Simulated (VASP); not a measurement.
# Al2B2N (I-4m2) in VASP: relaxation of cell and atoms with PBE

Aim: the relaxation of cell and atoms of Al2B2N with PBE.

All numbers are computed with VASP 6.6.1; they aren't measurements. Logs are shortened: lines on timing, memory, paths and dates and some standing lists are left out, and cuts for length are marked.

### Step 1. The cell of the first run

It takes space group I-4m2 (No. 119, tetragonal). The conventional cell has a = 4.121 Å, b = 4.121 Å, c = 9.499 Å, α = 90.00°, β = 90.00°, γ = 90.00°. Al (site symmetry 2mm) has 3 B at 2.08 to 2.13 Å and 2 N at 2.08 Å within 2.7 Å. B (site symmetry -4m2) has 4 Al at 2.08 Å within 2.7 Å. Within 2.8 Å of B (site symmetry -4m2) lie 2 Al at 2.13 Å. Within 2.7 Å of N (site symmetry -4m2) lie 4 Al at 2.08 Å.

### Step 2. Relaxation of cell and atoms, PBE

INCAR reads:

```
SYSTEM = Al2B2N
PREC     = Accurate       ! precision mode
ENCUT    = 600            ! plane-wave cutoff, eV
EDIFF    = 1E-6           ! SCF threshold, eV
ISMEAR   = 0              ! smearing method
SIGMA    = 0.1            ! smearing width, eV
LREAL    = .FALSE.        ! projectors in reciprocal space
LASPH    = .TRUE.         ! aspherical terms in the spheres
NELM     = 60             ! most SCF steps
ALGO     = Normal         ! electronic algorithm
ISIF     = 3              ! what is computed and relaxed
LWAVE    = .FALSE.        ! write WAVECAR
LCHARG   = .FALSE.        ! write CHGCAR
GGA      = PE             ! functional
IBRION   = 2              ! ionic algorithm
NSW      = 100            ! ionic steps
EDIFFG   = -0.01          ! ionic threshold
```

KPOINTS reads:

```
regular mesh
0
G
  12 12 12
  0 0 0
```

POSCAR reads:

```
Al2B2N
1.0
   -2.0607455039      2.0607455039      4.7496708240
    2.0607455039     -2.0607455039      4.7496708240
    2.0607455039      2.0607455039     -4.7496708240
Al B N
2 2 1
Direct
    0.5256012508      1.0256012508      0.5000000000
   -0.0256012508      0.4743987492      0.5000000000
    0.5000000000      0.5000000000      0.0000000000
    0.7500000000      0.2500000000      0.5000000000
    0.0000000000      0.0000000000      0.0000000000
```

Potentials or basis: VASP PAW PBE potentials, release 64 (Al, B, N).

Launch:

```console
$ cat potpaw_PBE.64/Al/POTCAR potpaw_PBE.64/B/POTCAR potpaw_PBE.64/N/POTCAR > POTCAR
$ mpirun -np 1 vasp_std > vasp.out
```

OUTCAR:

```text
SYSTEM = Al2B2N
   PREC = Accurate
   ENCUT = 600
   EDIFF = 1E-6
   ISMEAR = 0
   LREAL = .FALSE.
   LASPH = .TRUE.
   NELM = 60
   ISIF = 3
   GGA = PE
   IBRION = 2
   NSW = 100
   EDIFFG = -0.01

 ion  position               nearest neighbor table
   1  0.526  0.026  0.500-   3 2.08   5 2.08   3 2.08   5 2.08   4 2.13   2 2.95   2 2.95   2 2.95
                             2 2.95
   2  0.974  0.474  0.500-   3 2.08   5 2.08   3 2.08   5 2.08   4 2.13   1 2.95   1 2.95   1 2.95
                             1 2.95
   3  0.500  0.500  0.000-   1 2.08   2 2.08   1 2.08   2 2.08
   4  0.750  0.250  0.500-   1 2.13   2 2.13
   5  0.000  0.000  0.000-   1 2.08   2 2.08   1 2.08   2 2.08

  LATTYP: Found a body centered tetragonal cell.
 ALAT       =     4.1214910078
 C/A-ratio  =     2.3048313414

  Lattice vectors:

 A1 = (  -2.0607455039,   2.0607455039,   4.7496708240)
 A2 = (   2.0607455039,  -2.0607455039,   4.7496708240)
 A3 = (   2.0607455039,   2.0607455039,  -4.7496708240)

Analysis of symmetry for initial positions (statically):
=====================================================================
 Subroutine PRICEL returns:
 Original cell was already a primitive cell.

 Routine SETGRP: Setting up the symmetry group for a
 body centered tetragonal supercell.

 Subroutine GETGRP returns: Found  8 space group operations
 (whereof  8 operations were pure point group operations)
 out of a pool of 16 trial point group operations.

The static configuration has the point symmetry D_2d.

Analysis of symmetry for dynamics (positions and initial velocities):
=====================================================================
 Subroutine PRICEL returns:
 Original cell was already a primitive cell.

 Routine SETGRP: Setting up the symmetry group for a
 body centered tetragonal supercell.

 Subroutine GETGRP returns: Found  8 space group operations
 (whereof  8 operations were pure point group operations)
 out of a pool of 16 trial point group operations.

The dynamic configuration has the point symmetry D_2d.

 Subroutine INISYM returns: Found  8 space group operations
 (whereof  8 operations are pure point group operations),
 and found     1 'primitive' translations

----------------------------------------------------------------------------------------

                                     Primitive cell

  volume of cell :      80.6812

  direct lattice vectors                    reciprocal lattice vectors
    -2.060745504  2.060745504  4.749670824     0.000000000  0.242630640  0.105270453
     2.060745504 -2.060745504  4.749670824     0.242630640  0.000000000  0.105270453
     2.060745504  2.060745504 -4.749670824     0.242630640  0.242630640  0.000000000

  length of vectors
     5.572496478  5.572496478  5.572496478     0.264483451  0.264483451  0.343131541

  position of ions in fractional coordinates (direct lattice)
     0.525601251  0.025601251  0.500000000
     0.974398749  0.474398749  0.500000000
     0.500000000  0.500000000  0.000000000
     0.750000000  0.250000000  0.500000000
     0.000000000  0.000000000  0.000000000

  ion indices of the primitive-cell ions
   primitive index   ion index
                 1           1
                 2           2
                 3           3
                 4           4
                 5           5

----------------------------------------------------------------------------------------

 KPOINTS: regular mesh

Automatic generation of k-mesh.
 Grid dimensions read from file:
 generate k-points for:   12   12   12

 Generating k-lattice:

  Cartesian coordinates                     Fractional coordinates (reciprocal lattice)
     0.000000000  0.020219220  0.008772538     0.083333333 -0.000000000  0.000000000
     0.020219220  0.000000000  0.008772538    -0.000000000  0.083333333  0.000000000
     0.020219220  0.020219220  0.000000000     0.000000000  0.000000000  0.083333333

  Length of vectors
     0.022040288  0.022040288  0.028594295

  Shift w.r.t. Gamma in fractional coordinates (k-lattice)
     0.000000000  0.000000000  0.000000000

 Subroutine IBZKPT returns following result:
[... 39 lines left out ...]
 SYSTEM =  Al2B2N
   PREC   = accura    normal or accurate (medium, high low for compatibility)
   ISTART =      0    job   : 0-new  1-cont  2-samecut
   ICHARG =      2    charge: 1-file 2-atom 10-const
   ISPIN  =      1    spin polarized calculation?
   LNONCOLLINEAR =      F non collinear calculations
   LSORBIT =      F    spin-orbit coupling
   LASPH  =      T    aspherical Exc in radial PAW
   ENCUT  =  600.0 eV  44.10 Ry    6.64 a.u.  11.13 11.13 11.13*2*pi/ulx,y,z
   NELM   =     60;   NELMIN=  2; NELMDL= -5     # of ELM steps
   EDIFF  = 0.1E-05   stopping-criterion for ELM
   LREAL  =      F    real-space projection
   EDIFFG = -.1E-01   stopping-criterion for IOM
   NSW    =    100    number of steps for IOM
   IBRION =      2    ionic relax: 0-MD 1-quasi-New 2-CG
   NFREE  =      1    steps in history (QN), initial steepest desc. (CG)
   ISIF   =      3    stress and relaxation
   ISYM   =      2    0-nonsym 1-usesym 2-fastsym
   POTIM  = 0.5000    time-step for ionic-motion
   TEBEG  =    0.0;   TEEND  =   0.0 temperature during run
   PSTRESS=    0.0 pullay stress
   NELECT =      17.0000    total number of electrons
   NUPDOWN=      -1.0000    fix difference up-down
   EMIN   =  10.00;   EMAX   =-10.00  energy-range for DOS
   EFERMI =   0.00;   METHOD = LEGACY
   ISMEAR =     0;   SIGMA  =   0.10  broadening in eV -4-tet -1-fermi 0-gaus
   EFERMI_NEDOS =   21; number of points for ismear=-14 and -15
   IALGO  =     38    algorithm
   IMIX   =      4    mixing-type and parameters
     AMIX     =   0.40;   BMIX     =  1.00
     AMIX_MAG =   1.60;   BMIX_MAG =  1.00
  volume/ion in A,a.u.               =      16.14       108.89
  Fermi-wavevector in a.u.,A,eV,Ry     =   0.974168  1.840910 12.911966  0.949003
  Thomas-Fermi vector in A             =   2.104606
   LORBIT       =      0    0 simple, 1 ext, 2 COOP (PROOUT), +10 PAW based schemes
   GGA     = PE    functional components
   LHFCALC =     F    Hartree Fock is set to
   AEXX    =    0.0000 exact exchange contribution
   IVDW    =     0    specifies the selected vdW correction
   LEPSILON=     F    determine dielectric tensor
   LRPA    =     F    only Hartree local field effects (RPA)
 conjugate gradient relaxation of ions
 non-spin polarized calculation
 Gauss-broadening in eV      SIGMA  =   0.10
  energy-cutoff  :      600.00
  volume of cell :       80.68
 maximum number of plane-waves:      2726
 NGX is ok and might be reduce to    48
   NGX = 23   NGY = 23   NGZ = 23

--------------------------------------- Ionic step        1  -------------------------------------------

 number of electron      17.0000000 magnetization

 Free energy of the ion-electron system (eV)
  ---------------------------------------------------
  ext. energy  EPLUGINS =         0.00000000
  ---------------------------------------------------
  free energy    TOTEN  =       -23.46137845 eV

  energy without entropy =      -23.44178006  energy(sigma->0) =      -23.45157926

------------------------ aborting loop because EDIFF is reached ----------------------------------------

  FORCE on cell =-STRESS in cart. coord.  units (eV):
  Direction    XX          YY          ZZ          XY          YZ          ZX
  --------------------------------------------------------------------------------------
  -------------------------------------------------------------------------------------
  Total       -0.0639875     -0.0639875     -0.0269734      0.0000000      0.0000000      0.0000000
  in kB       -1.2706726     -1.2706726     -0.5356407      0.0000000      0.0000000      0.0000000
  external PRESSURE =      -1.0256620 kB  Pullay stress =       0.0000000 kB

 VOLUME and BASIS-vectors are now :
 -----------------------------------------------------------------------------
  energy-cutoff  :      600.00
  volume of cell :       80.68
      direct lattice vectors                 reciprocal lattice vectors
    -2.060745504  2.060745504  4.749670824     0.000000000  0.242630640  0.105270453
     2.060745504 -2.060745504  4.749670824     0.242630640  0.000000000  0.105270453
     2.060745504  2.060745504 -4.749670824     0.242630640  0.242630640  0.000000000

 POSITION                                       TOTAL-FORCE (eV/Angst)
 -----------------------------------------------------------------------------------
      0.00000      2.06075      0.24320        -0.000000     -0.000000      0.007689
      0.00000      2.06075      4.50648         0.000000      0.000000     -0.007689
      0.00000      0.00000      4.74967         0.000000      0.000000      0.000000
     -0.00000      2.06075      2.37484         0.000000      0.000000      0.000000
      0.00000      0.00000      0.00000         0.000000      0.000000      0.000000
 -----------------------------------------------------------------------------------
    total drift:                                0.000000     -0.000000      0.000000

  FREE ENERGIE OF THE ION-ELECTRON SYSTEM (eV)
  ---------------------------------------------------
  free  energy   TOTEN  =       -23.4613784549 eV

  energy  without entropy=      -23.4417800640  energy(sigma->0) =      -23.45157926

--------------------------------------- Ionic step        2  -------------------------------------------

 number of electron      17.0000000 magnetization

 Free energy of the ion-electron system (eV)
  ---------------------------------------------------
  ext. energy  EPLUGINS =         0.00000000
  ---------------------------------------------------
  free energy    TOTEN  =       -23.46141544 eV

  energy without entropy =      -23.44181596  energy(sigma->0) =      -23.45161570

 E-fermi :   2.7656     XC(G=0):  -8.7781

 val. band max:        2.7650879743   @ k =  -0.2500   0.4167   0.2500
 cond. band min:       2.7661698337   @ k =   0.0833   0.0833   0.0833
 fundamental gap:      0.0010818594
 Fermi energy:         2.7655817830

 k-point     1 :       0.0000    0.0000    0.0000
  band No.  band energies     occupation
      1     -11.3036      2.00000
      2      -4.9639      2.00000
      3      -1.8140      2.00000
      4      -1.6938      2.00000
      5      -1.6938      2.00000
      6      -1.2912      2.00000
      7       2.5421      1.99842
      8       2.8573      0.19471
      9       2.8573      0.19471
     10       3.9905      0.00000
     11       4.3580      0.00000
     12       4.3580      0.00000
[... 331 lines left out ...]
 k-point    24 :      -0.4167    0.1667    0.0000
  band No.  band energies     occupation
      1     -10.8904      2.00000
      2      -5.6892      2.00000
      3      -3.1424      2.00000
      4      -1.9004      2.00000
      5      -0.6690      2.00000
      6       0.1782      2.00000
      7       0.9267      2.00000
      8       1.9693      2.00000
      9       2.3395      2.00000
     10       3.5754      0.00000
     11       4.3937      0.00000
     12       5.6967      0.00000

 [... further k-points ...]
[... 5 lines left out ...]
  --------------------------------------------------------------------------------------
  -------------------------------------------------------------------------------------
  Total        0.0196953      0.0196953      0.0049750      0.0000000     -0.0000000      0.0000000
  in kB        0.3916969      0.3916969      0.0989413      0.0000000     -0.0000000      0.0000000
  external PRESSURE =       0.2941117 kB  Pullay stress =       0.0000000 kB

 VOLUME and BASIS-vectors are now :
 -----------------------------------------------------------------------------
  energy-cutoff  :      600.00
  volume of cell :       80.56
      direct lattice vectors                 reciprocal lattice vectors
    -2.059473229  2.059473229  4.748434706     0.000000000  0.242780529  0.105297857
     2.059473229 -2.059473229  4.748434706     0.242780529  0.000000000  0.105297857
     2.059473229  2.059473229 -4.748434706     0.242780529  0.242780529  0.000000000

 POSITION                                       TOTAL-FORCE (eV/Angst)
 -----------------------------------------------------------------------------------
      0.00000      2.05947      0.24350         0.000000      0.000000      0.003775
     -0.00000      2.05947      4.50493        -0.000000     -0.000000     -0.003775
      0.00000      0.00000      4.74843         0.000000      0.000000      0.000000
     -0.00000      2.05947      2.37422         0.000000      0.000000     -0.000000
      0.00000      0.00000      0.00000         0.000000      0.000000      0.000000
 -----------------------------------------------------------------------------------
    total drift:                                0.000000     -0.000000      0.000000

  FREE ENERGIE OF THE ION-ELECTRON SYSTEM (eV)
  ---------------------------------------------------
  free  energy   TOTEN  =       -23.4614154419 eV

  energy  without entropy=      -23.4418159620  energy(sigma->0) =      -23.45161570

 reached required accuracy - stopping structural energy minimisation
```

Wall time 2.9 min (1 thread of Intel Xeon 6975P-C (Granite Rapids), shared host); peak memory 0.48 GiB.

What came out:

```
Free energy                            : -23.4614 eV
Relaxed volume                         : 16.11 Å³/atom
Relaxed cell                           : a = 5.571 Å, b = 5.571 Å, c = 5.571 Å, α = 136.60°, β = 136.60°, γ = 63.05°
Space group after relaxing (to 0.05 Å) : I-4m2 (No. 119)
Energy gained by relaxing              : 0.0 meV/atom
Ionic steps                            : 2
Pressure after relaxing                : 0.0 GPa
Largest force after relaxing           : 0.004 eV/Å
```

Forces on the atoms (eV/Å):
```
Al   0.000  0.000  0.004
Al   0.000  0.000 -0.004
B    0.000  0.000  0.000
B    0.000  0.000  0.000
N    0.000  0.000  0.000
```

Final structure:
```yaml
crystal:
  lattice:
    - [-2.05947, 2.05947, 4.74843]
    - [2.05947, -2.05947, 4.74843]
    - [2.05947, 2.05947, -4.74843]
  atoms:
    - { symbol: Al, position: [0.52564, 0.02564, 0.50000] }
    - { symbol: Al, position: [0.97436, 0.47436, 0.50000] }
    - { symbol: B, position: [0.50000, 0.50000, 0.00000] }
    - { symbol: B, position: [0.75000, 0.25000, 0.50000] }
    - { symbol: N, position: [0.00000, 0.00000, 0.00000] }
```

Levels at points of the mesh, in eV from the Fermi level:
```tsv
k point	band 4	band 5	band 6	band 7	band 8	band 9	band 10	band 11	band 12
(0.00, 0.00, 0.00)	-4.46	-4.46	-4.06	-0.22	0.09	0.09	1.22	1.59	1.59
(0.50, 0.00, 0.00)	-3.58	-3.23	-2.62	-2.03	-1.88	-0.21	0.51	2.03	2.72
(0.50, 0.50, 0.00)	-6.53	-4.26	-2.17	-0.95	-0.45	0.81	0.92	0.95	3.35
(0.50, 0.50, 0.50)	-4.58	-4.58	-1.05	-0.52	0.21	0.21	1.14	2.27	2.27
```
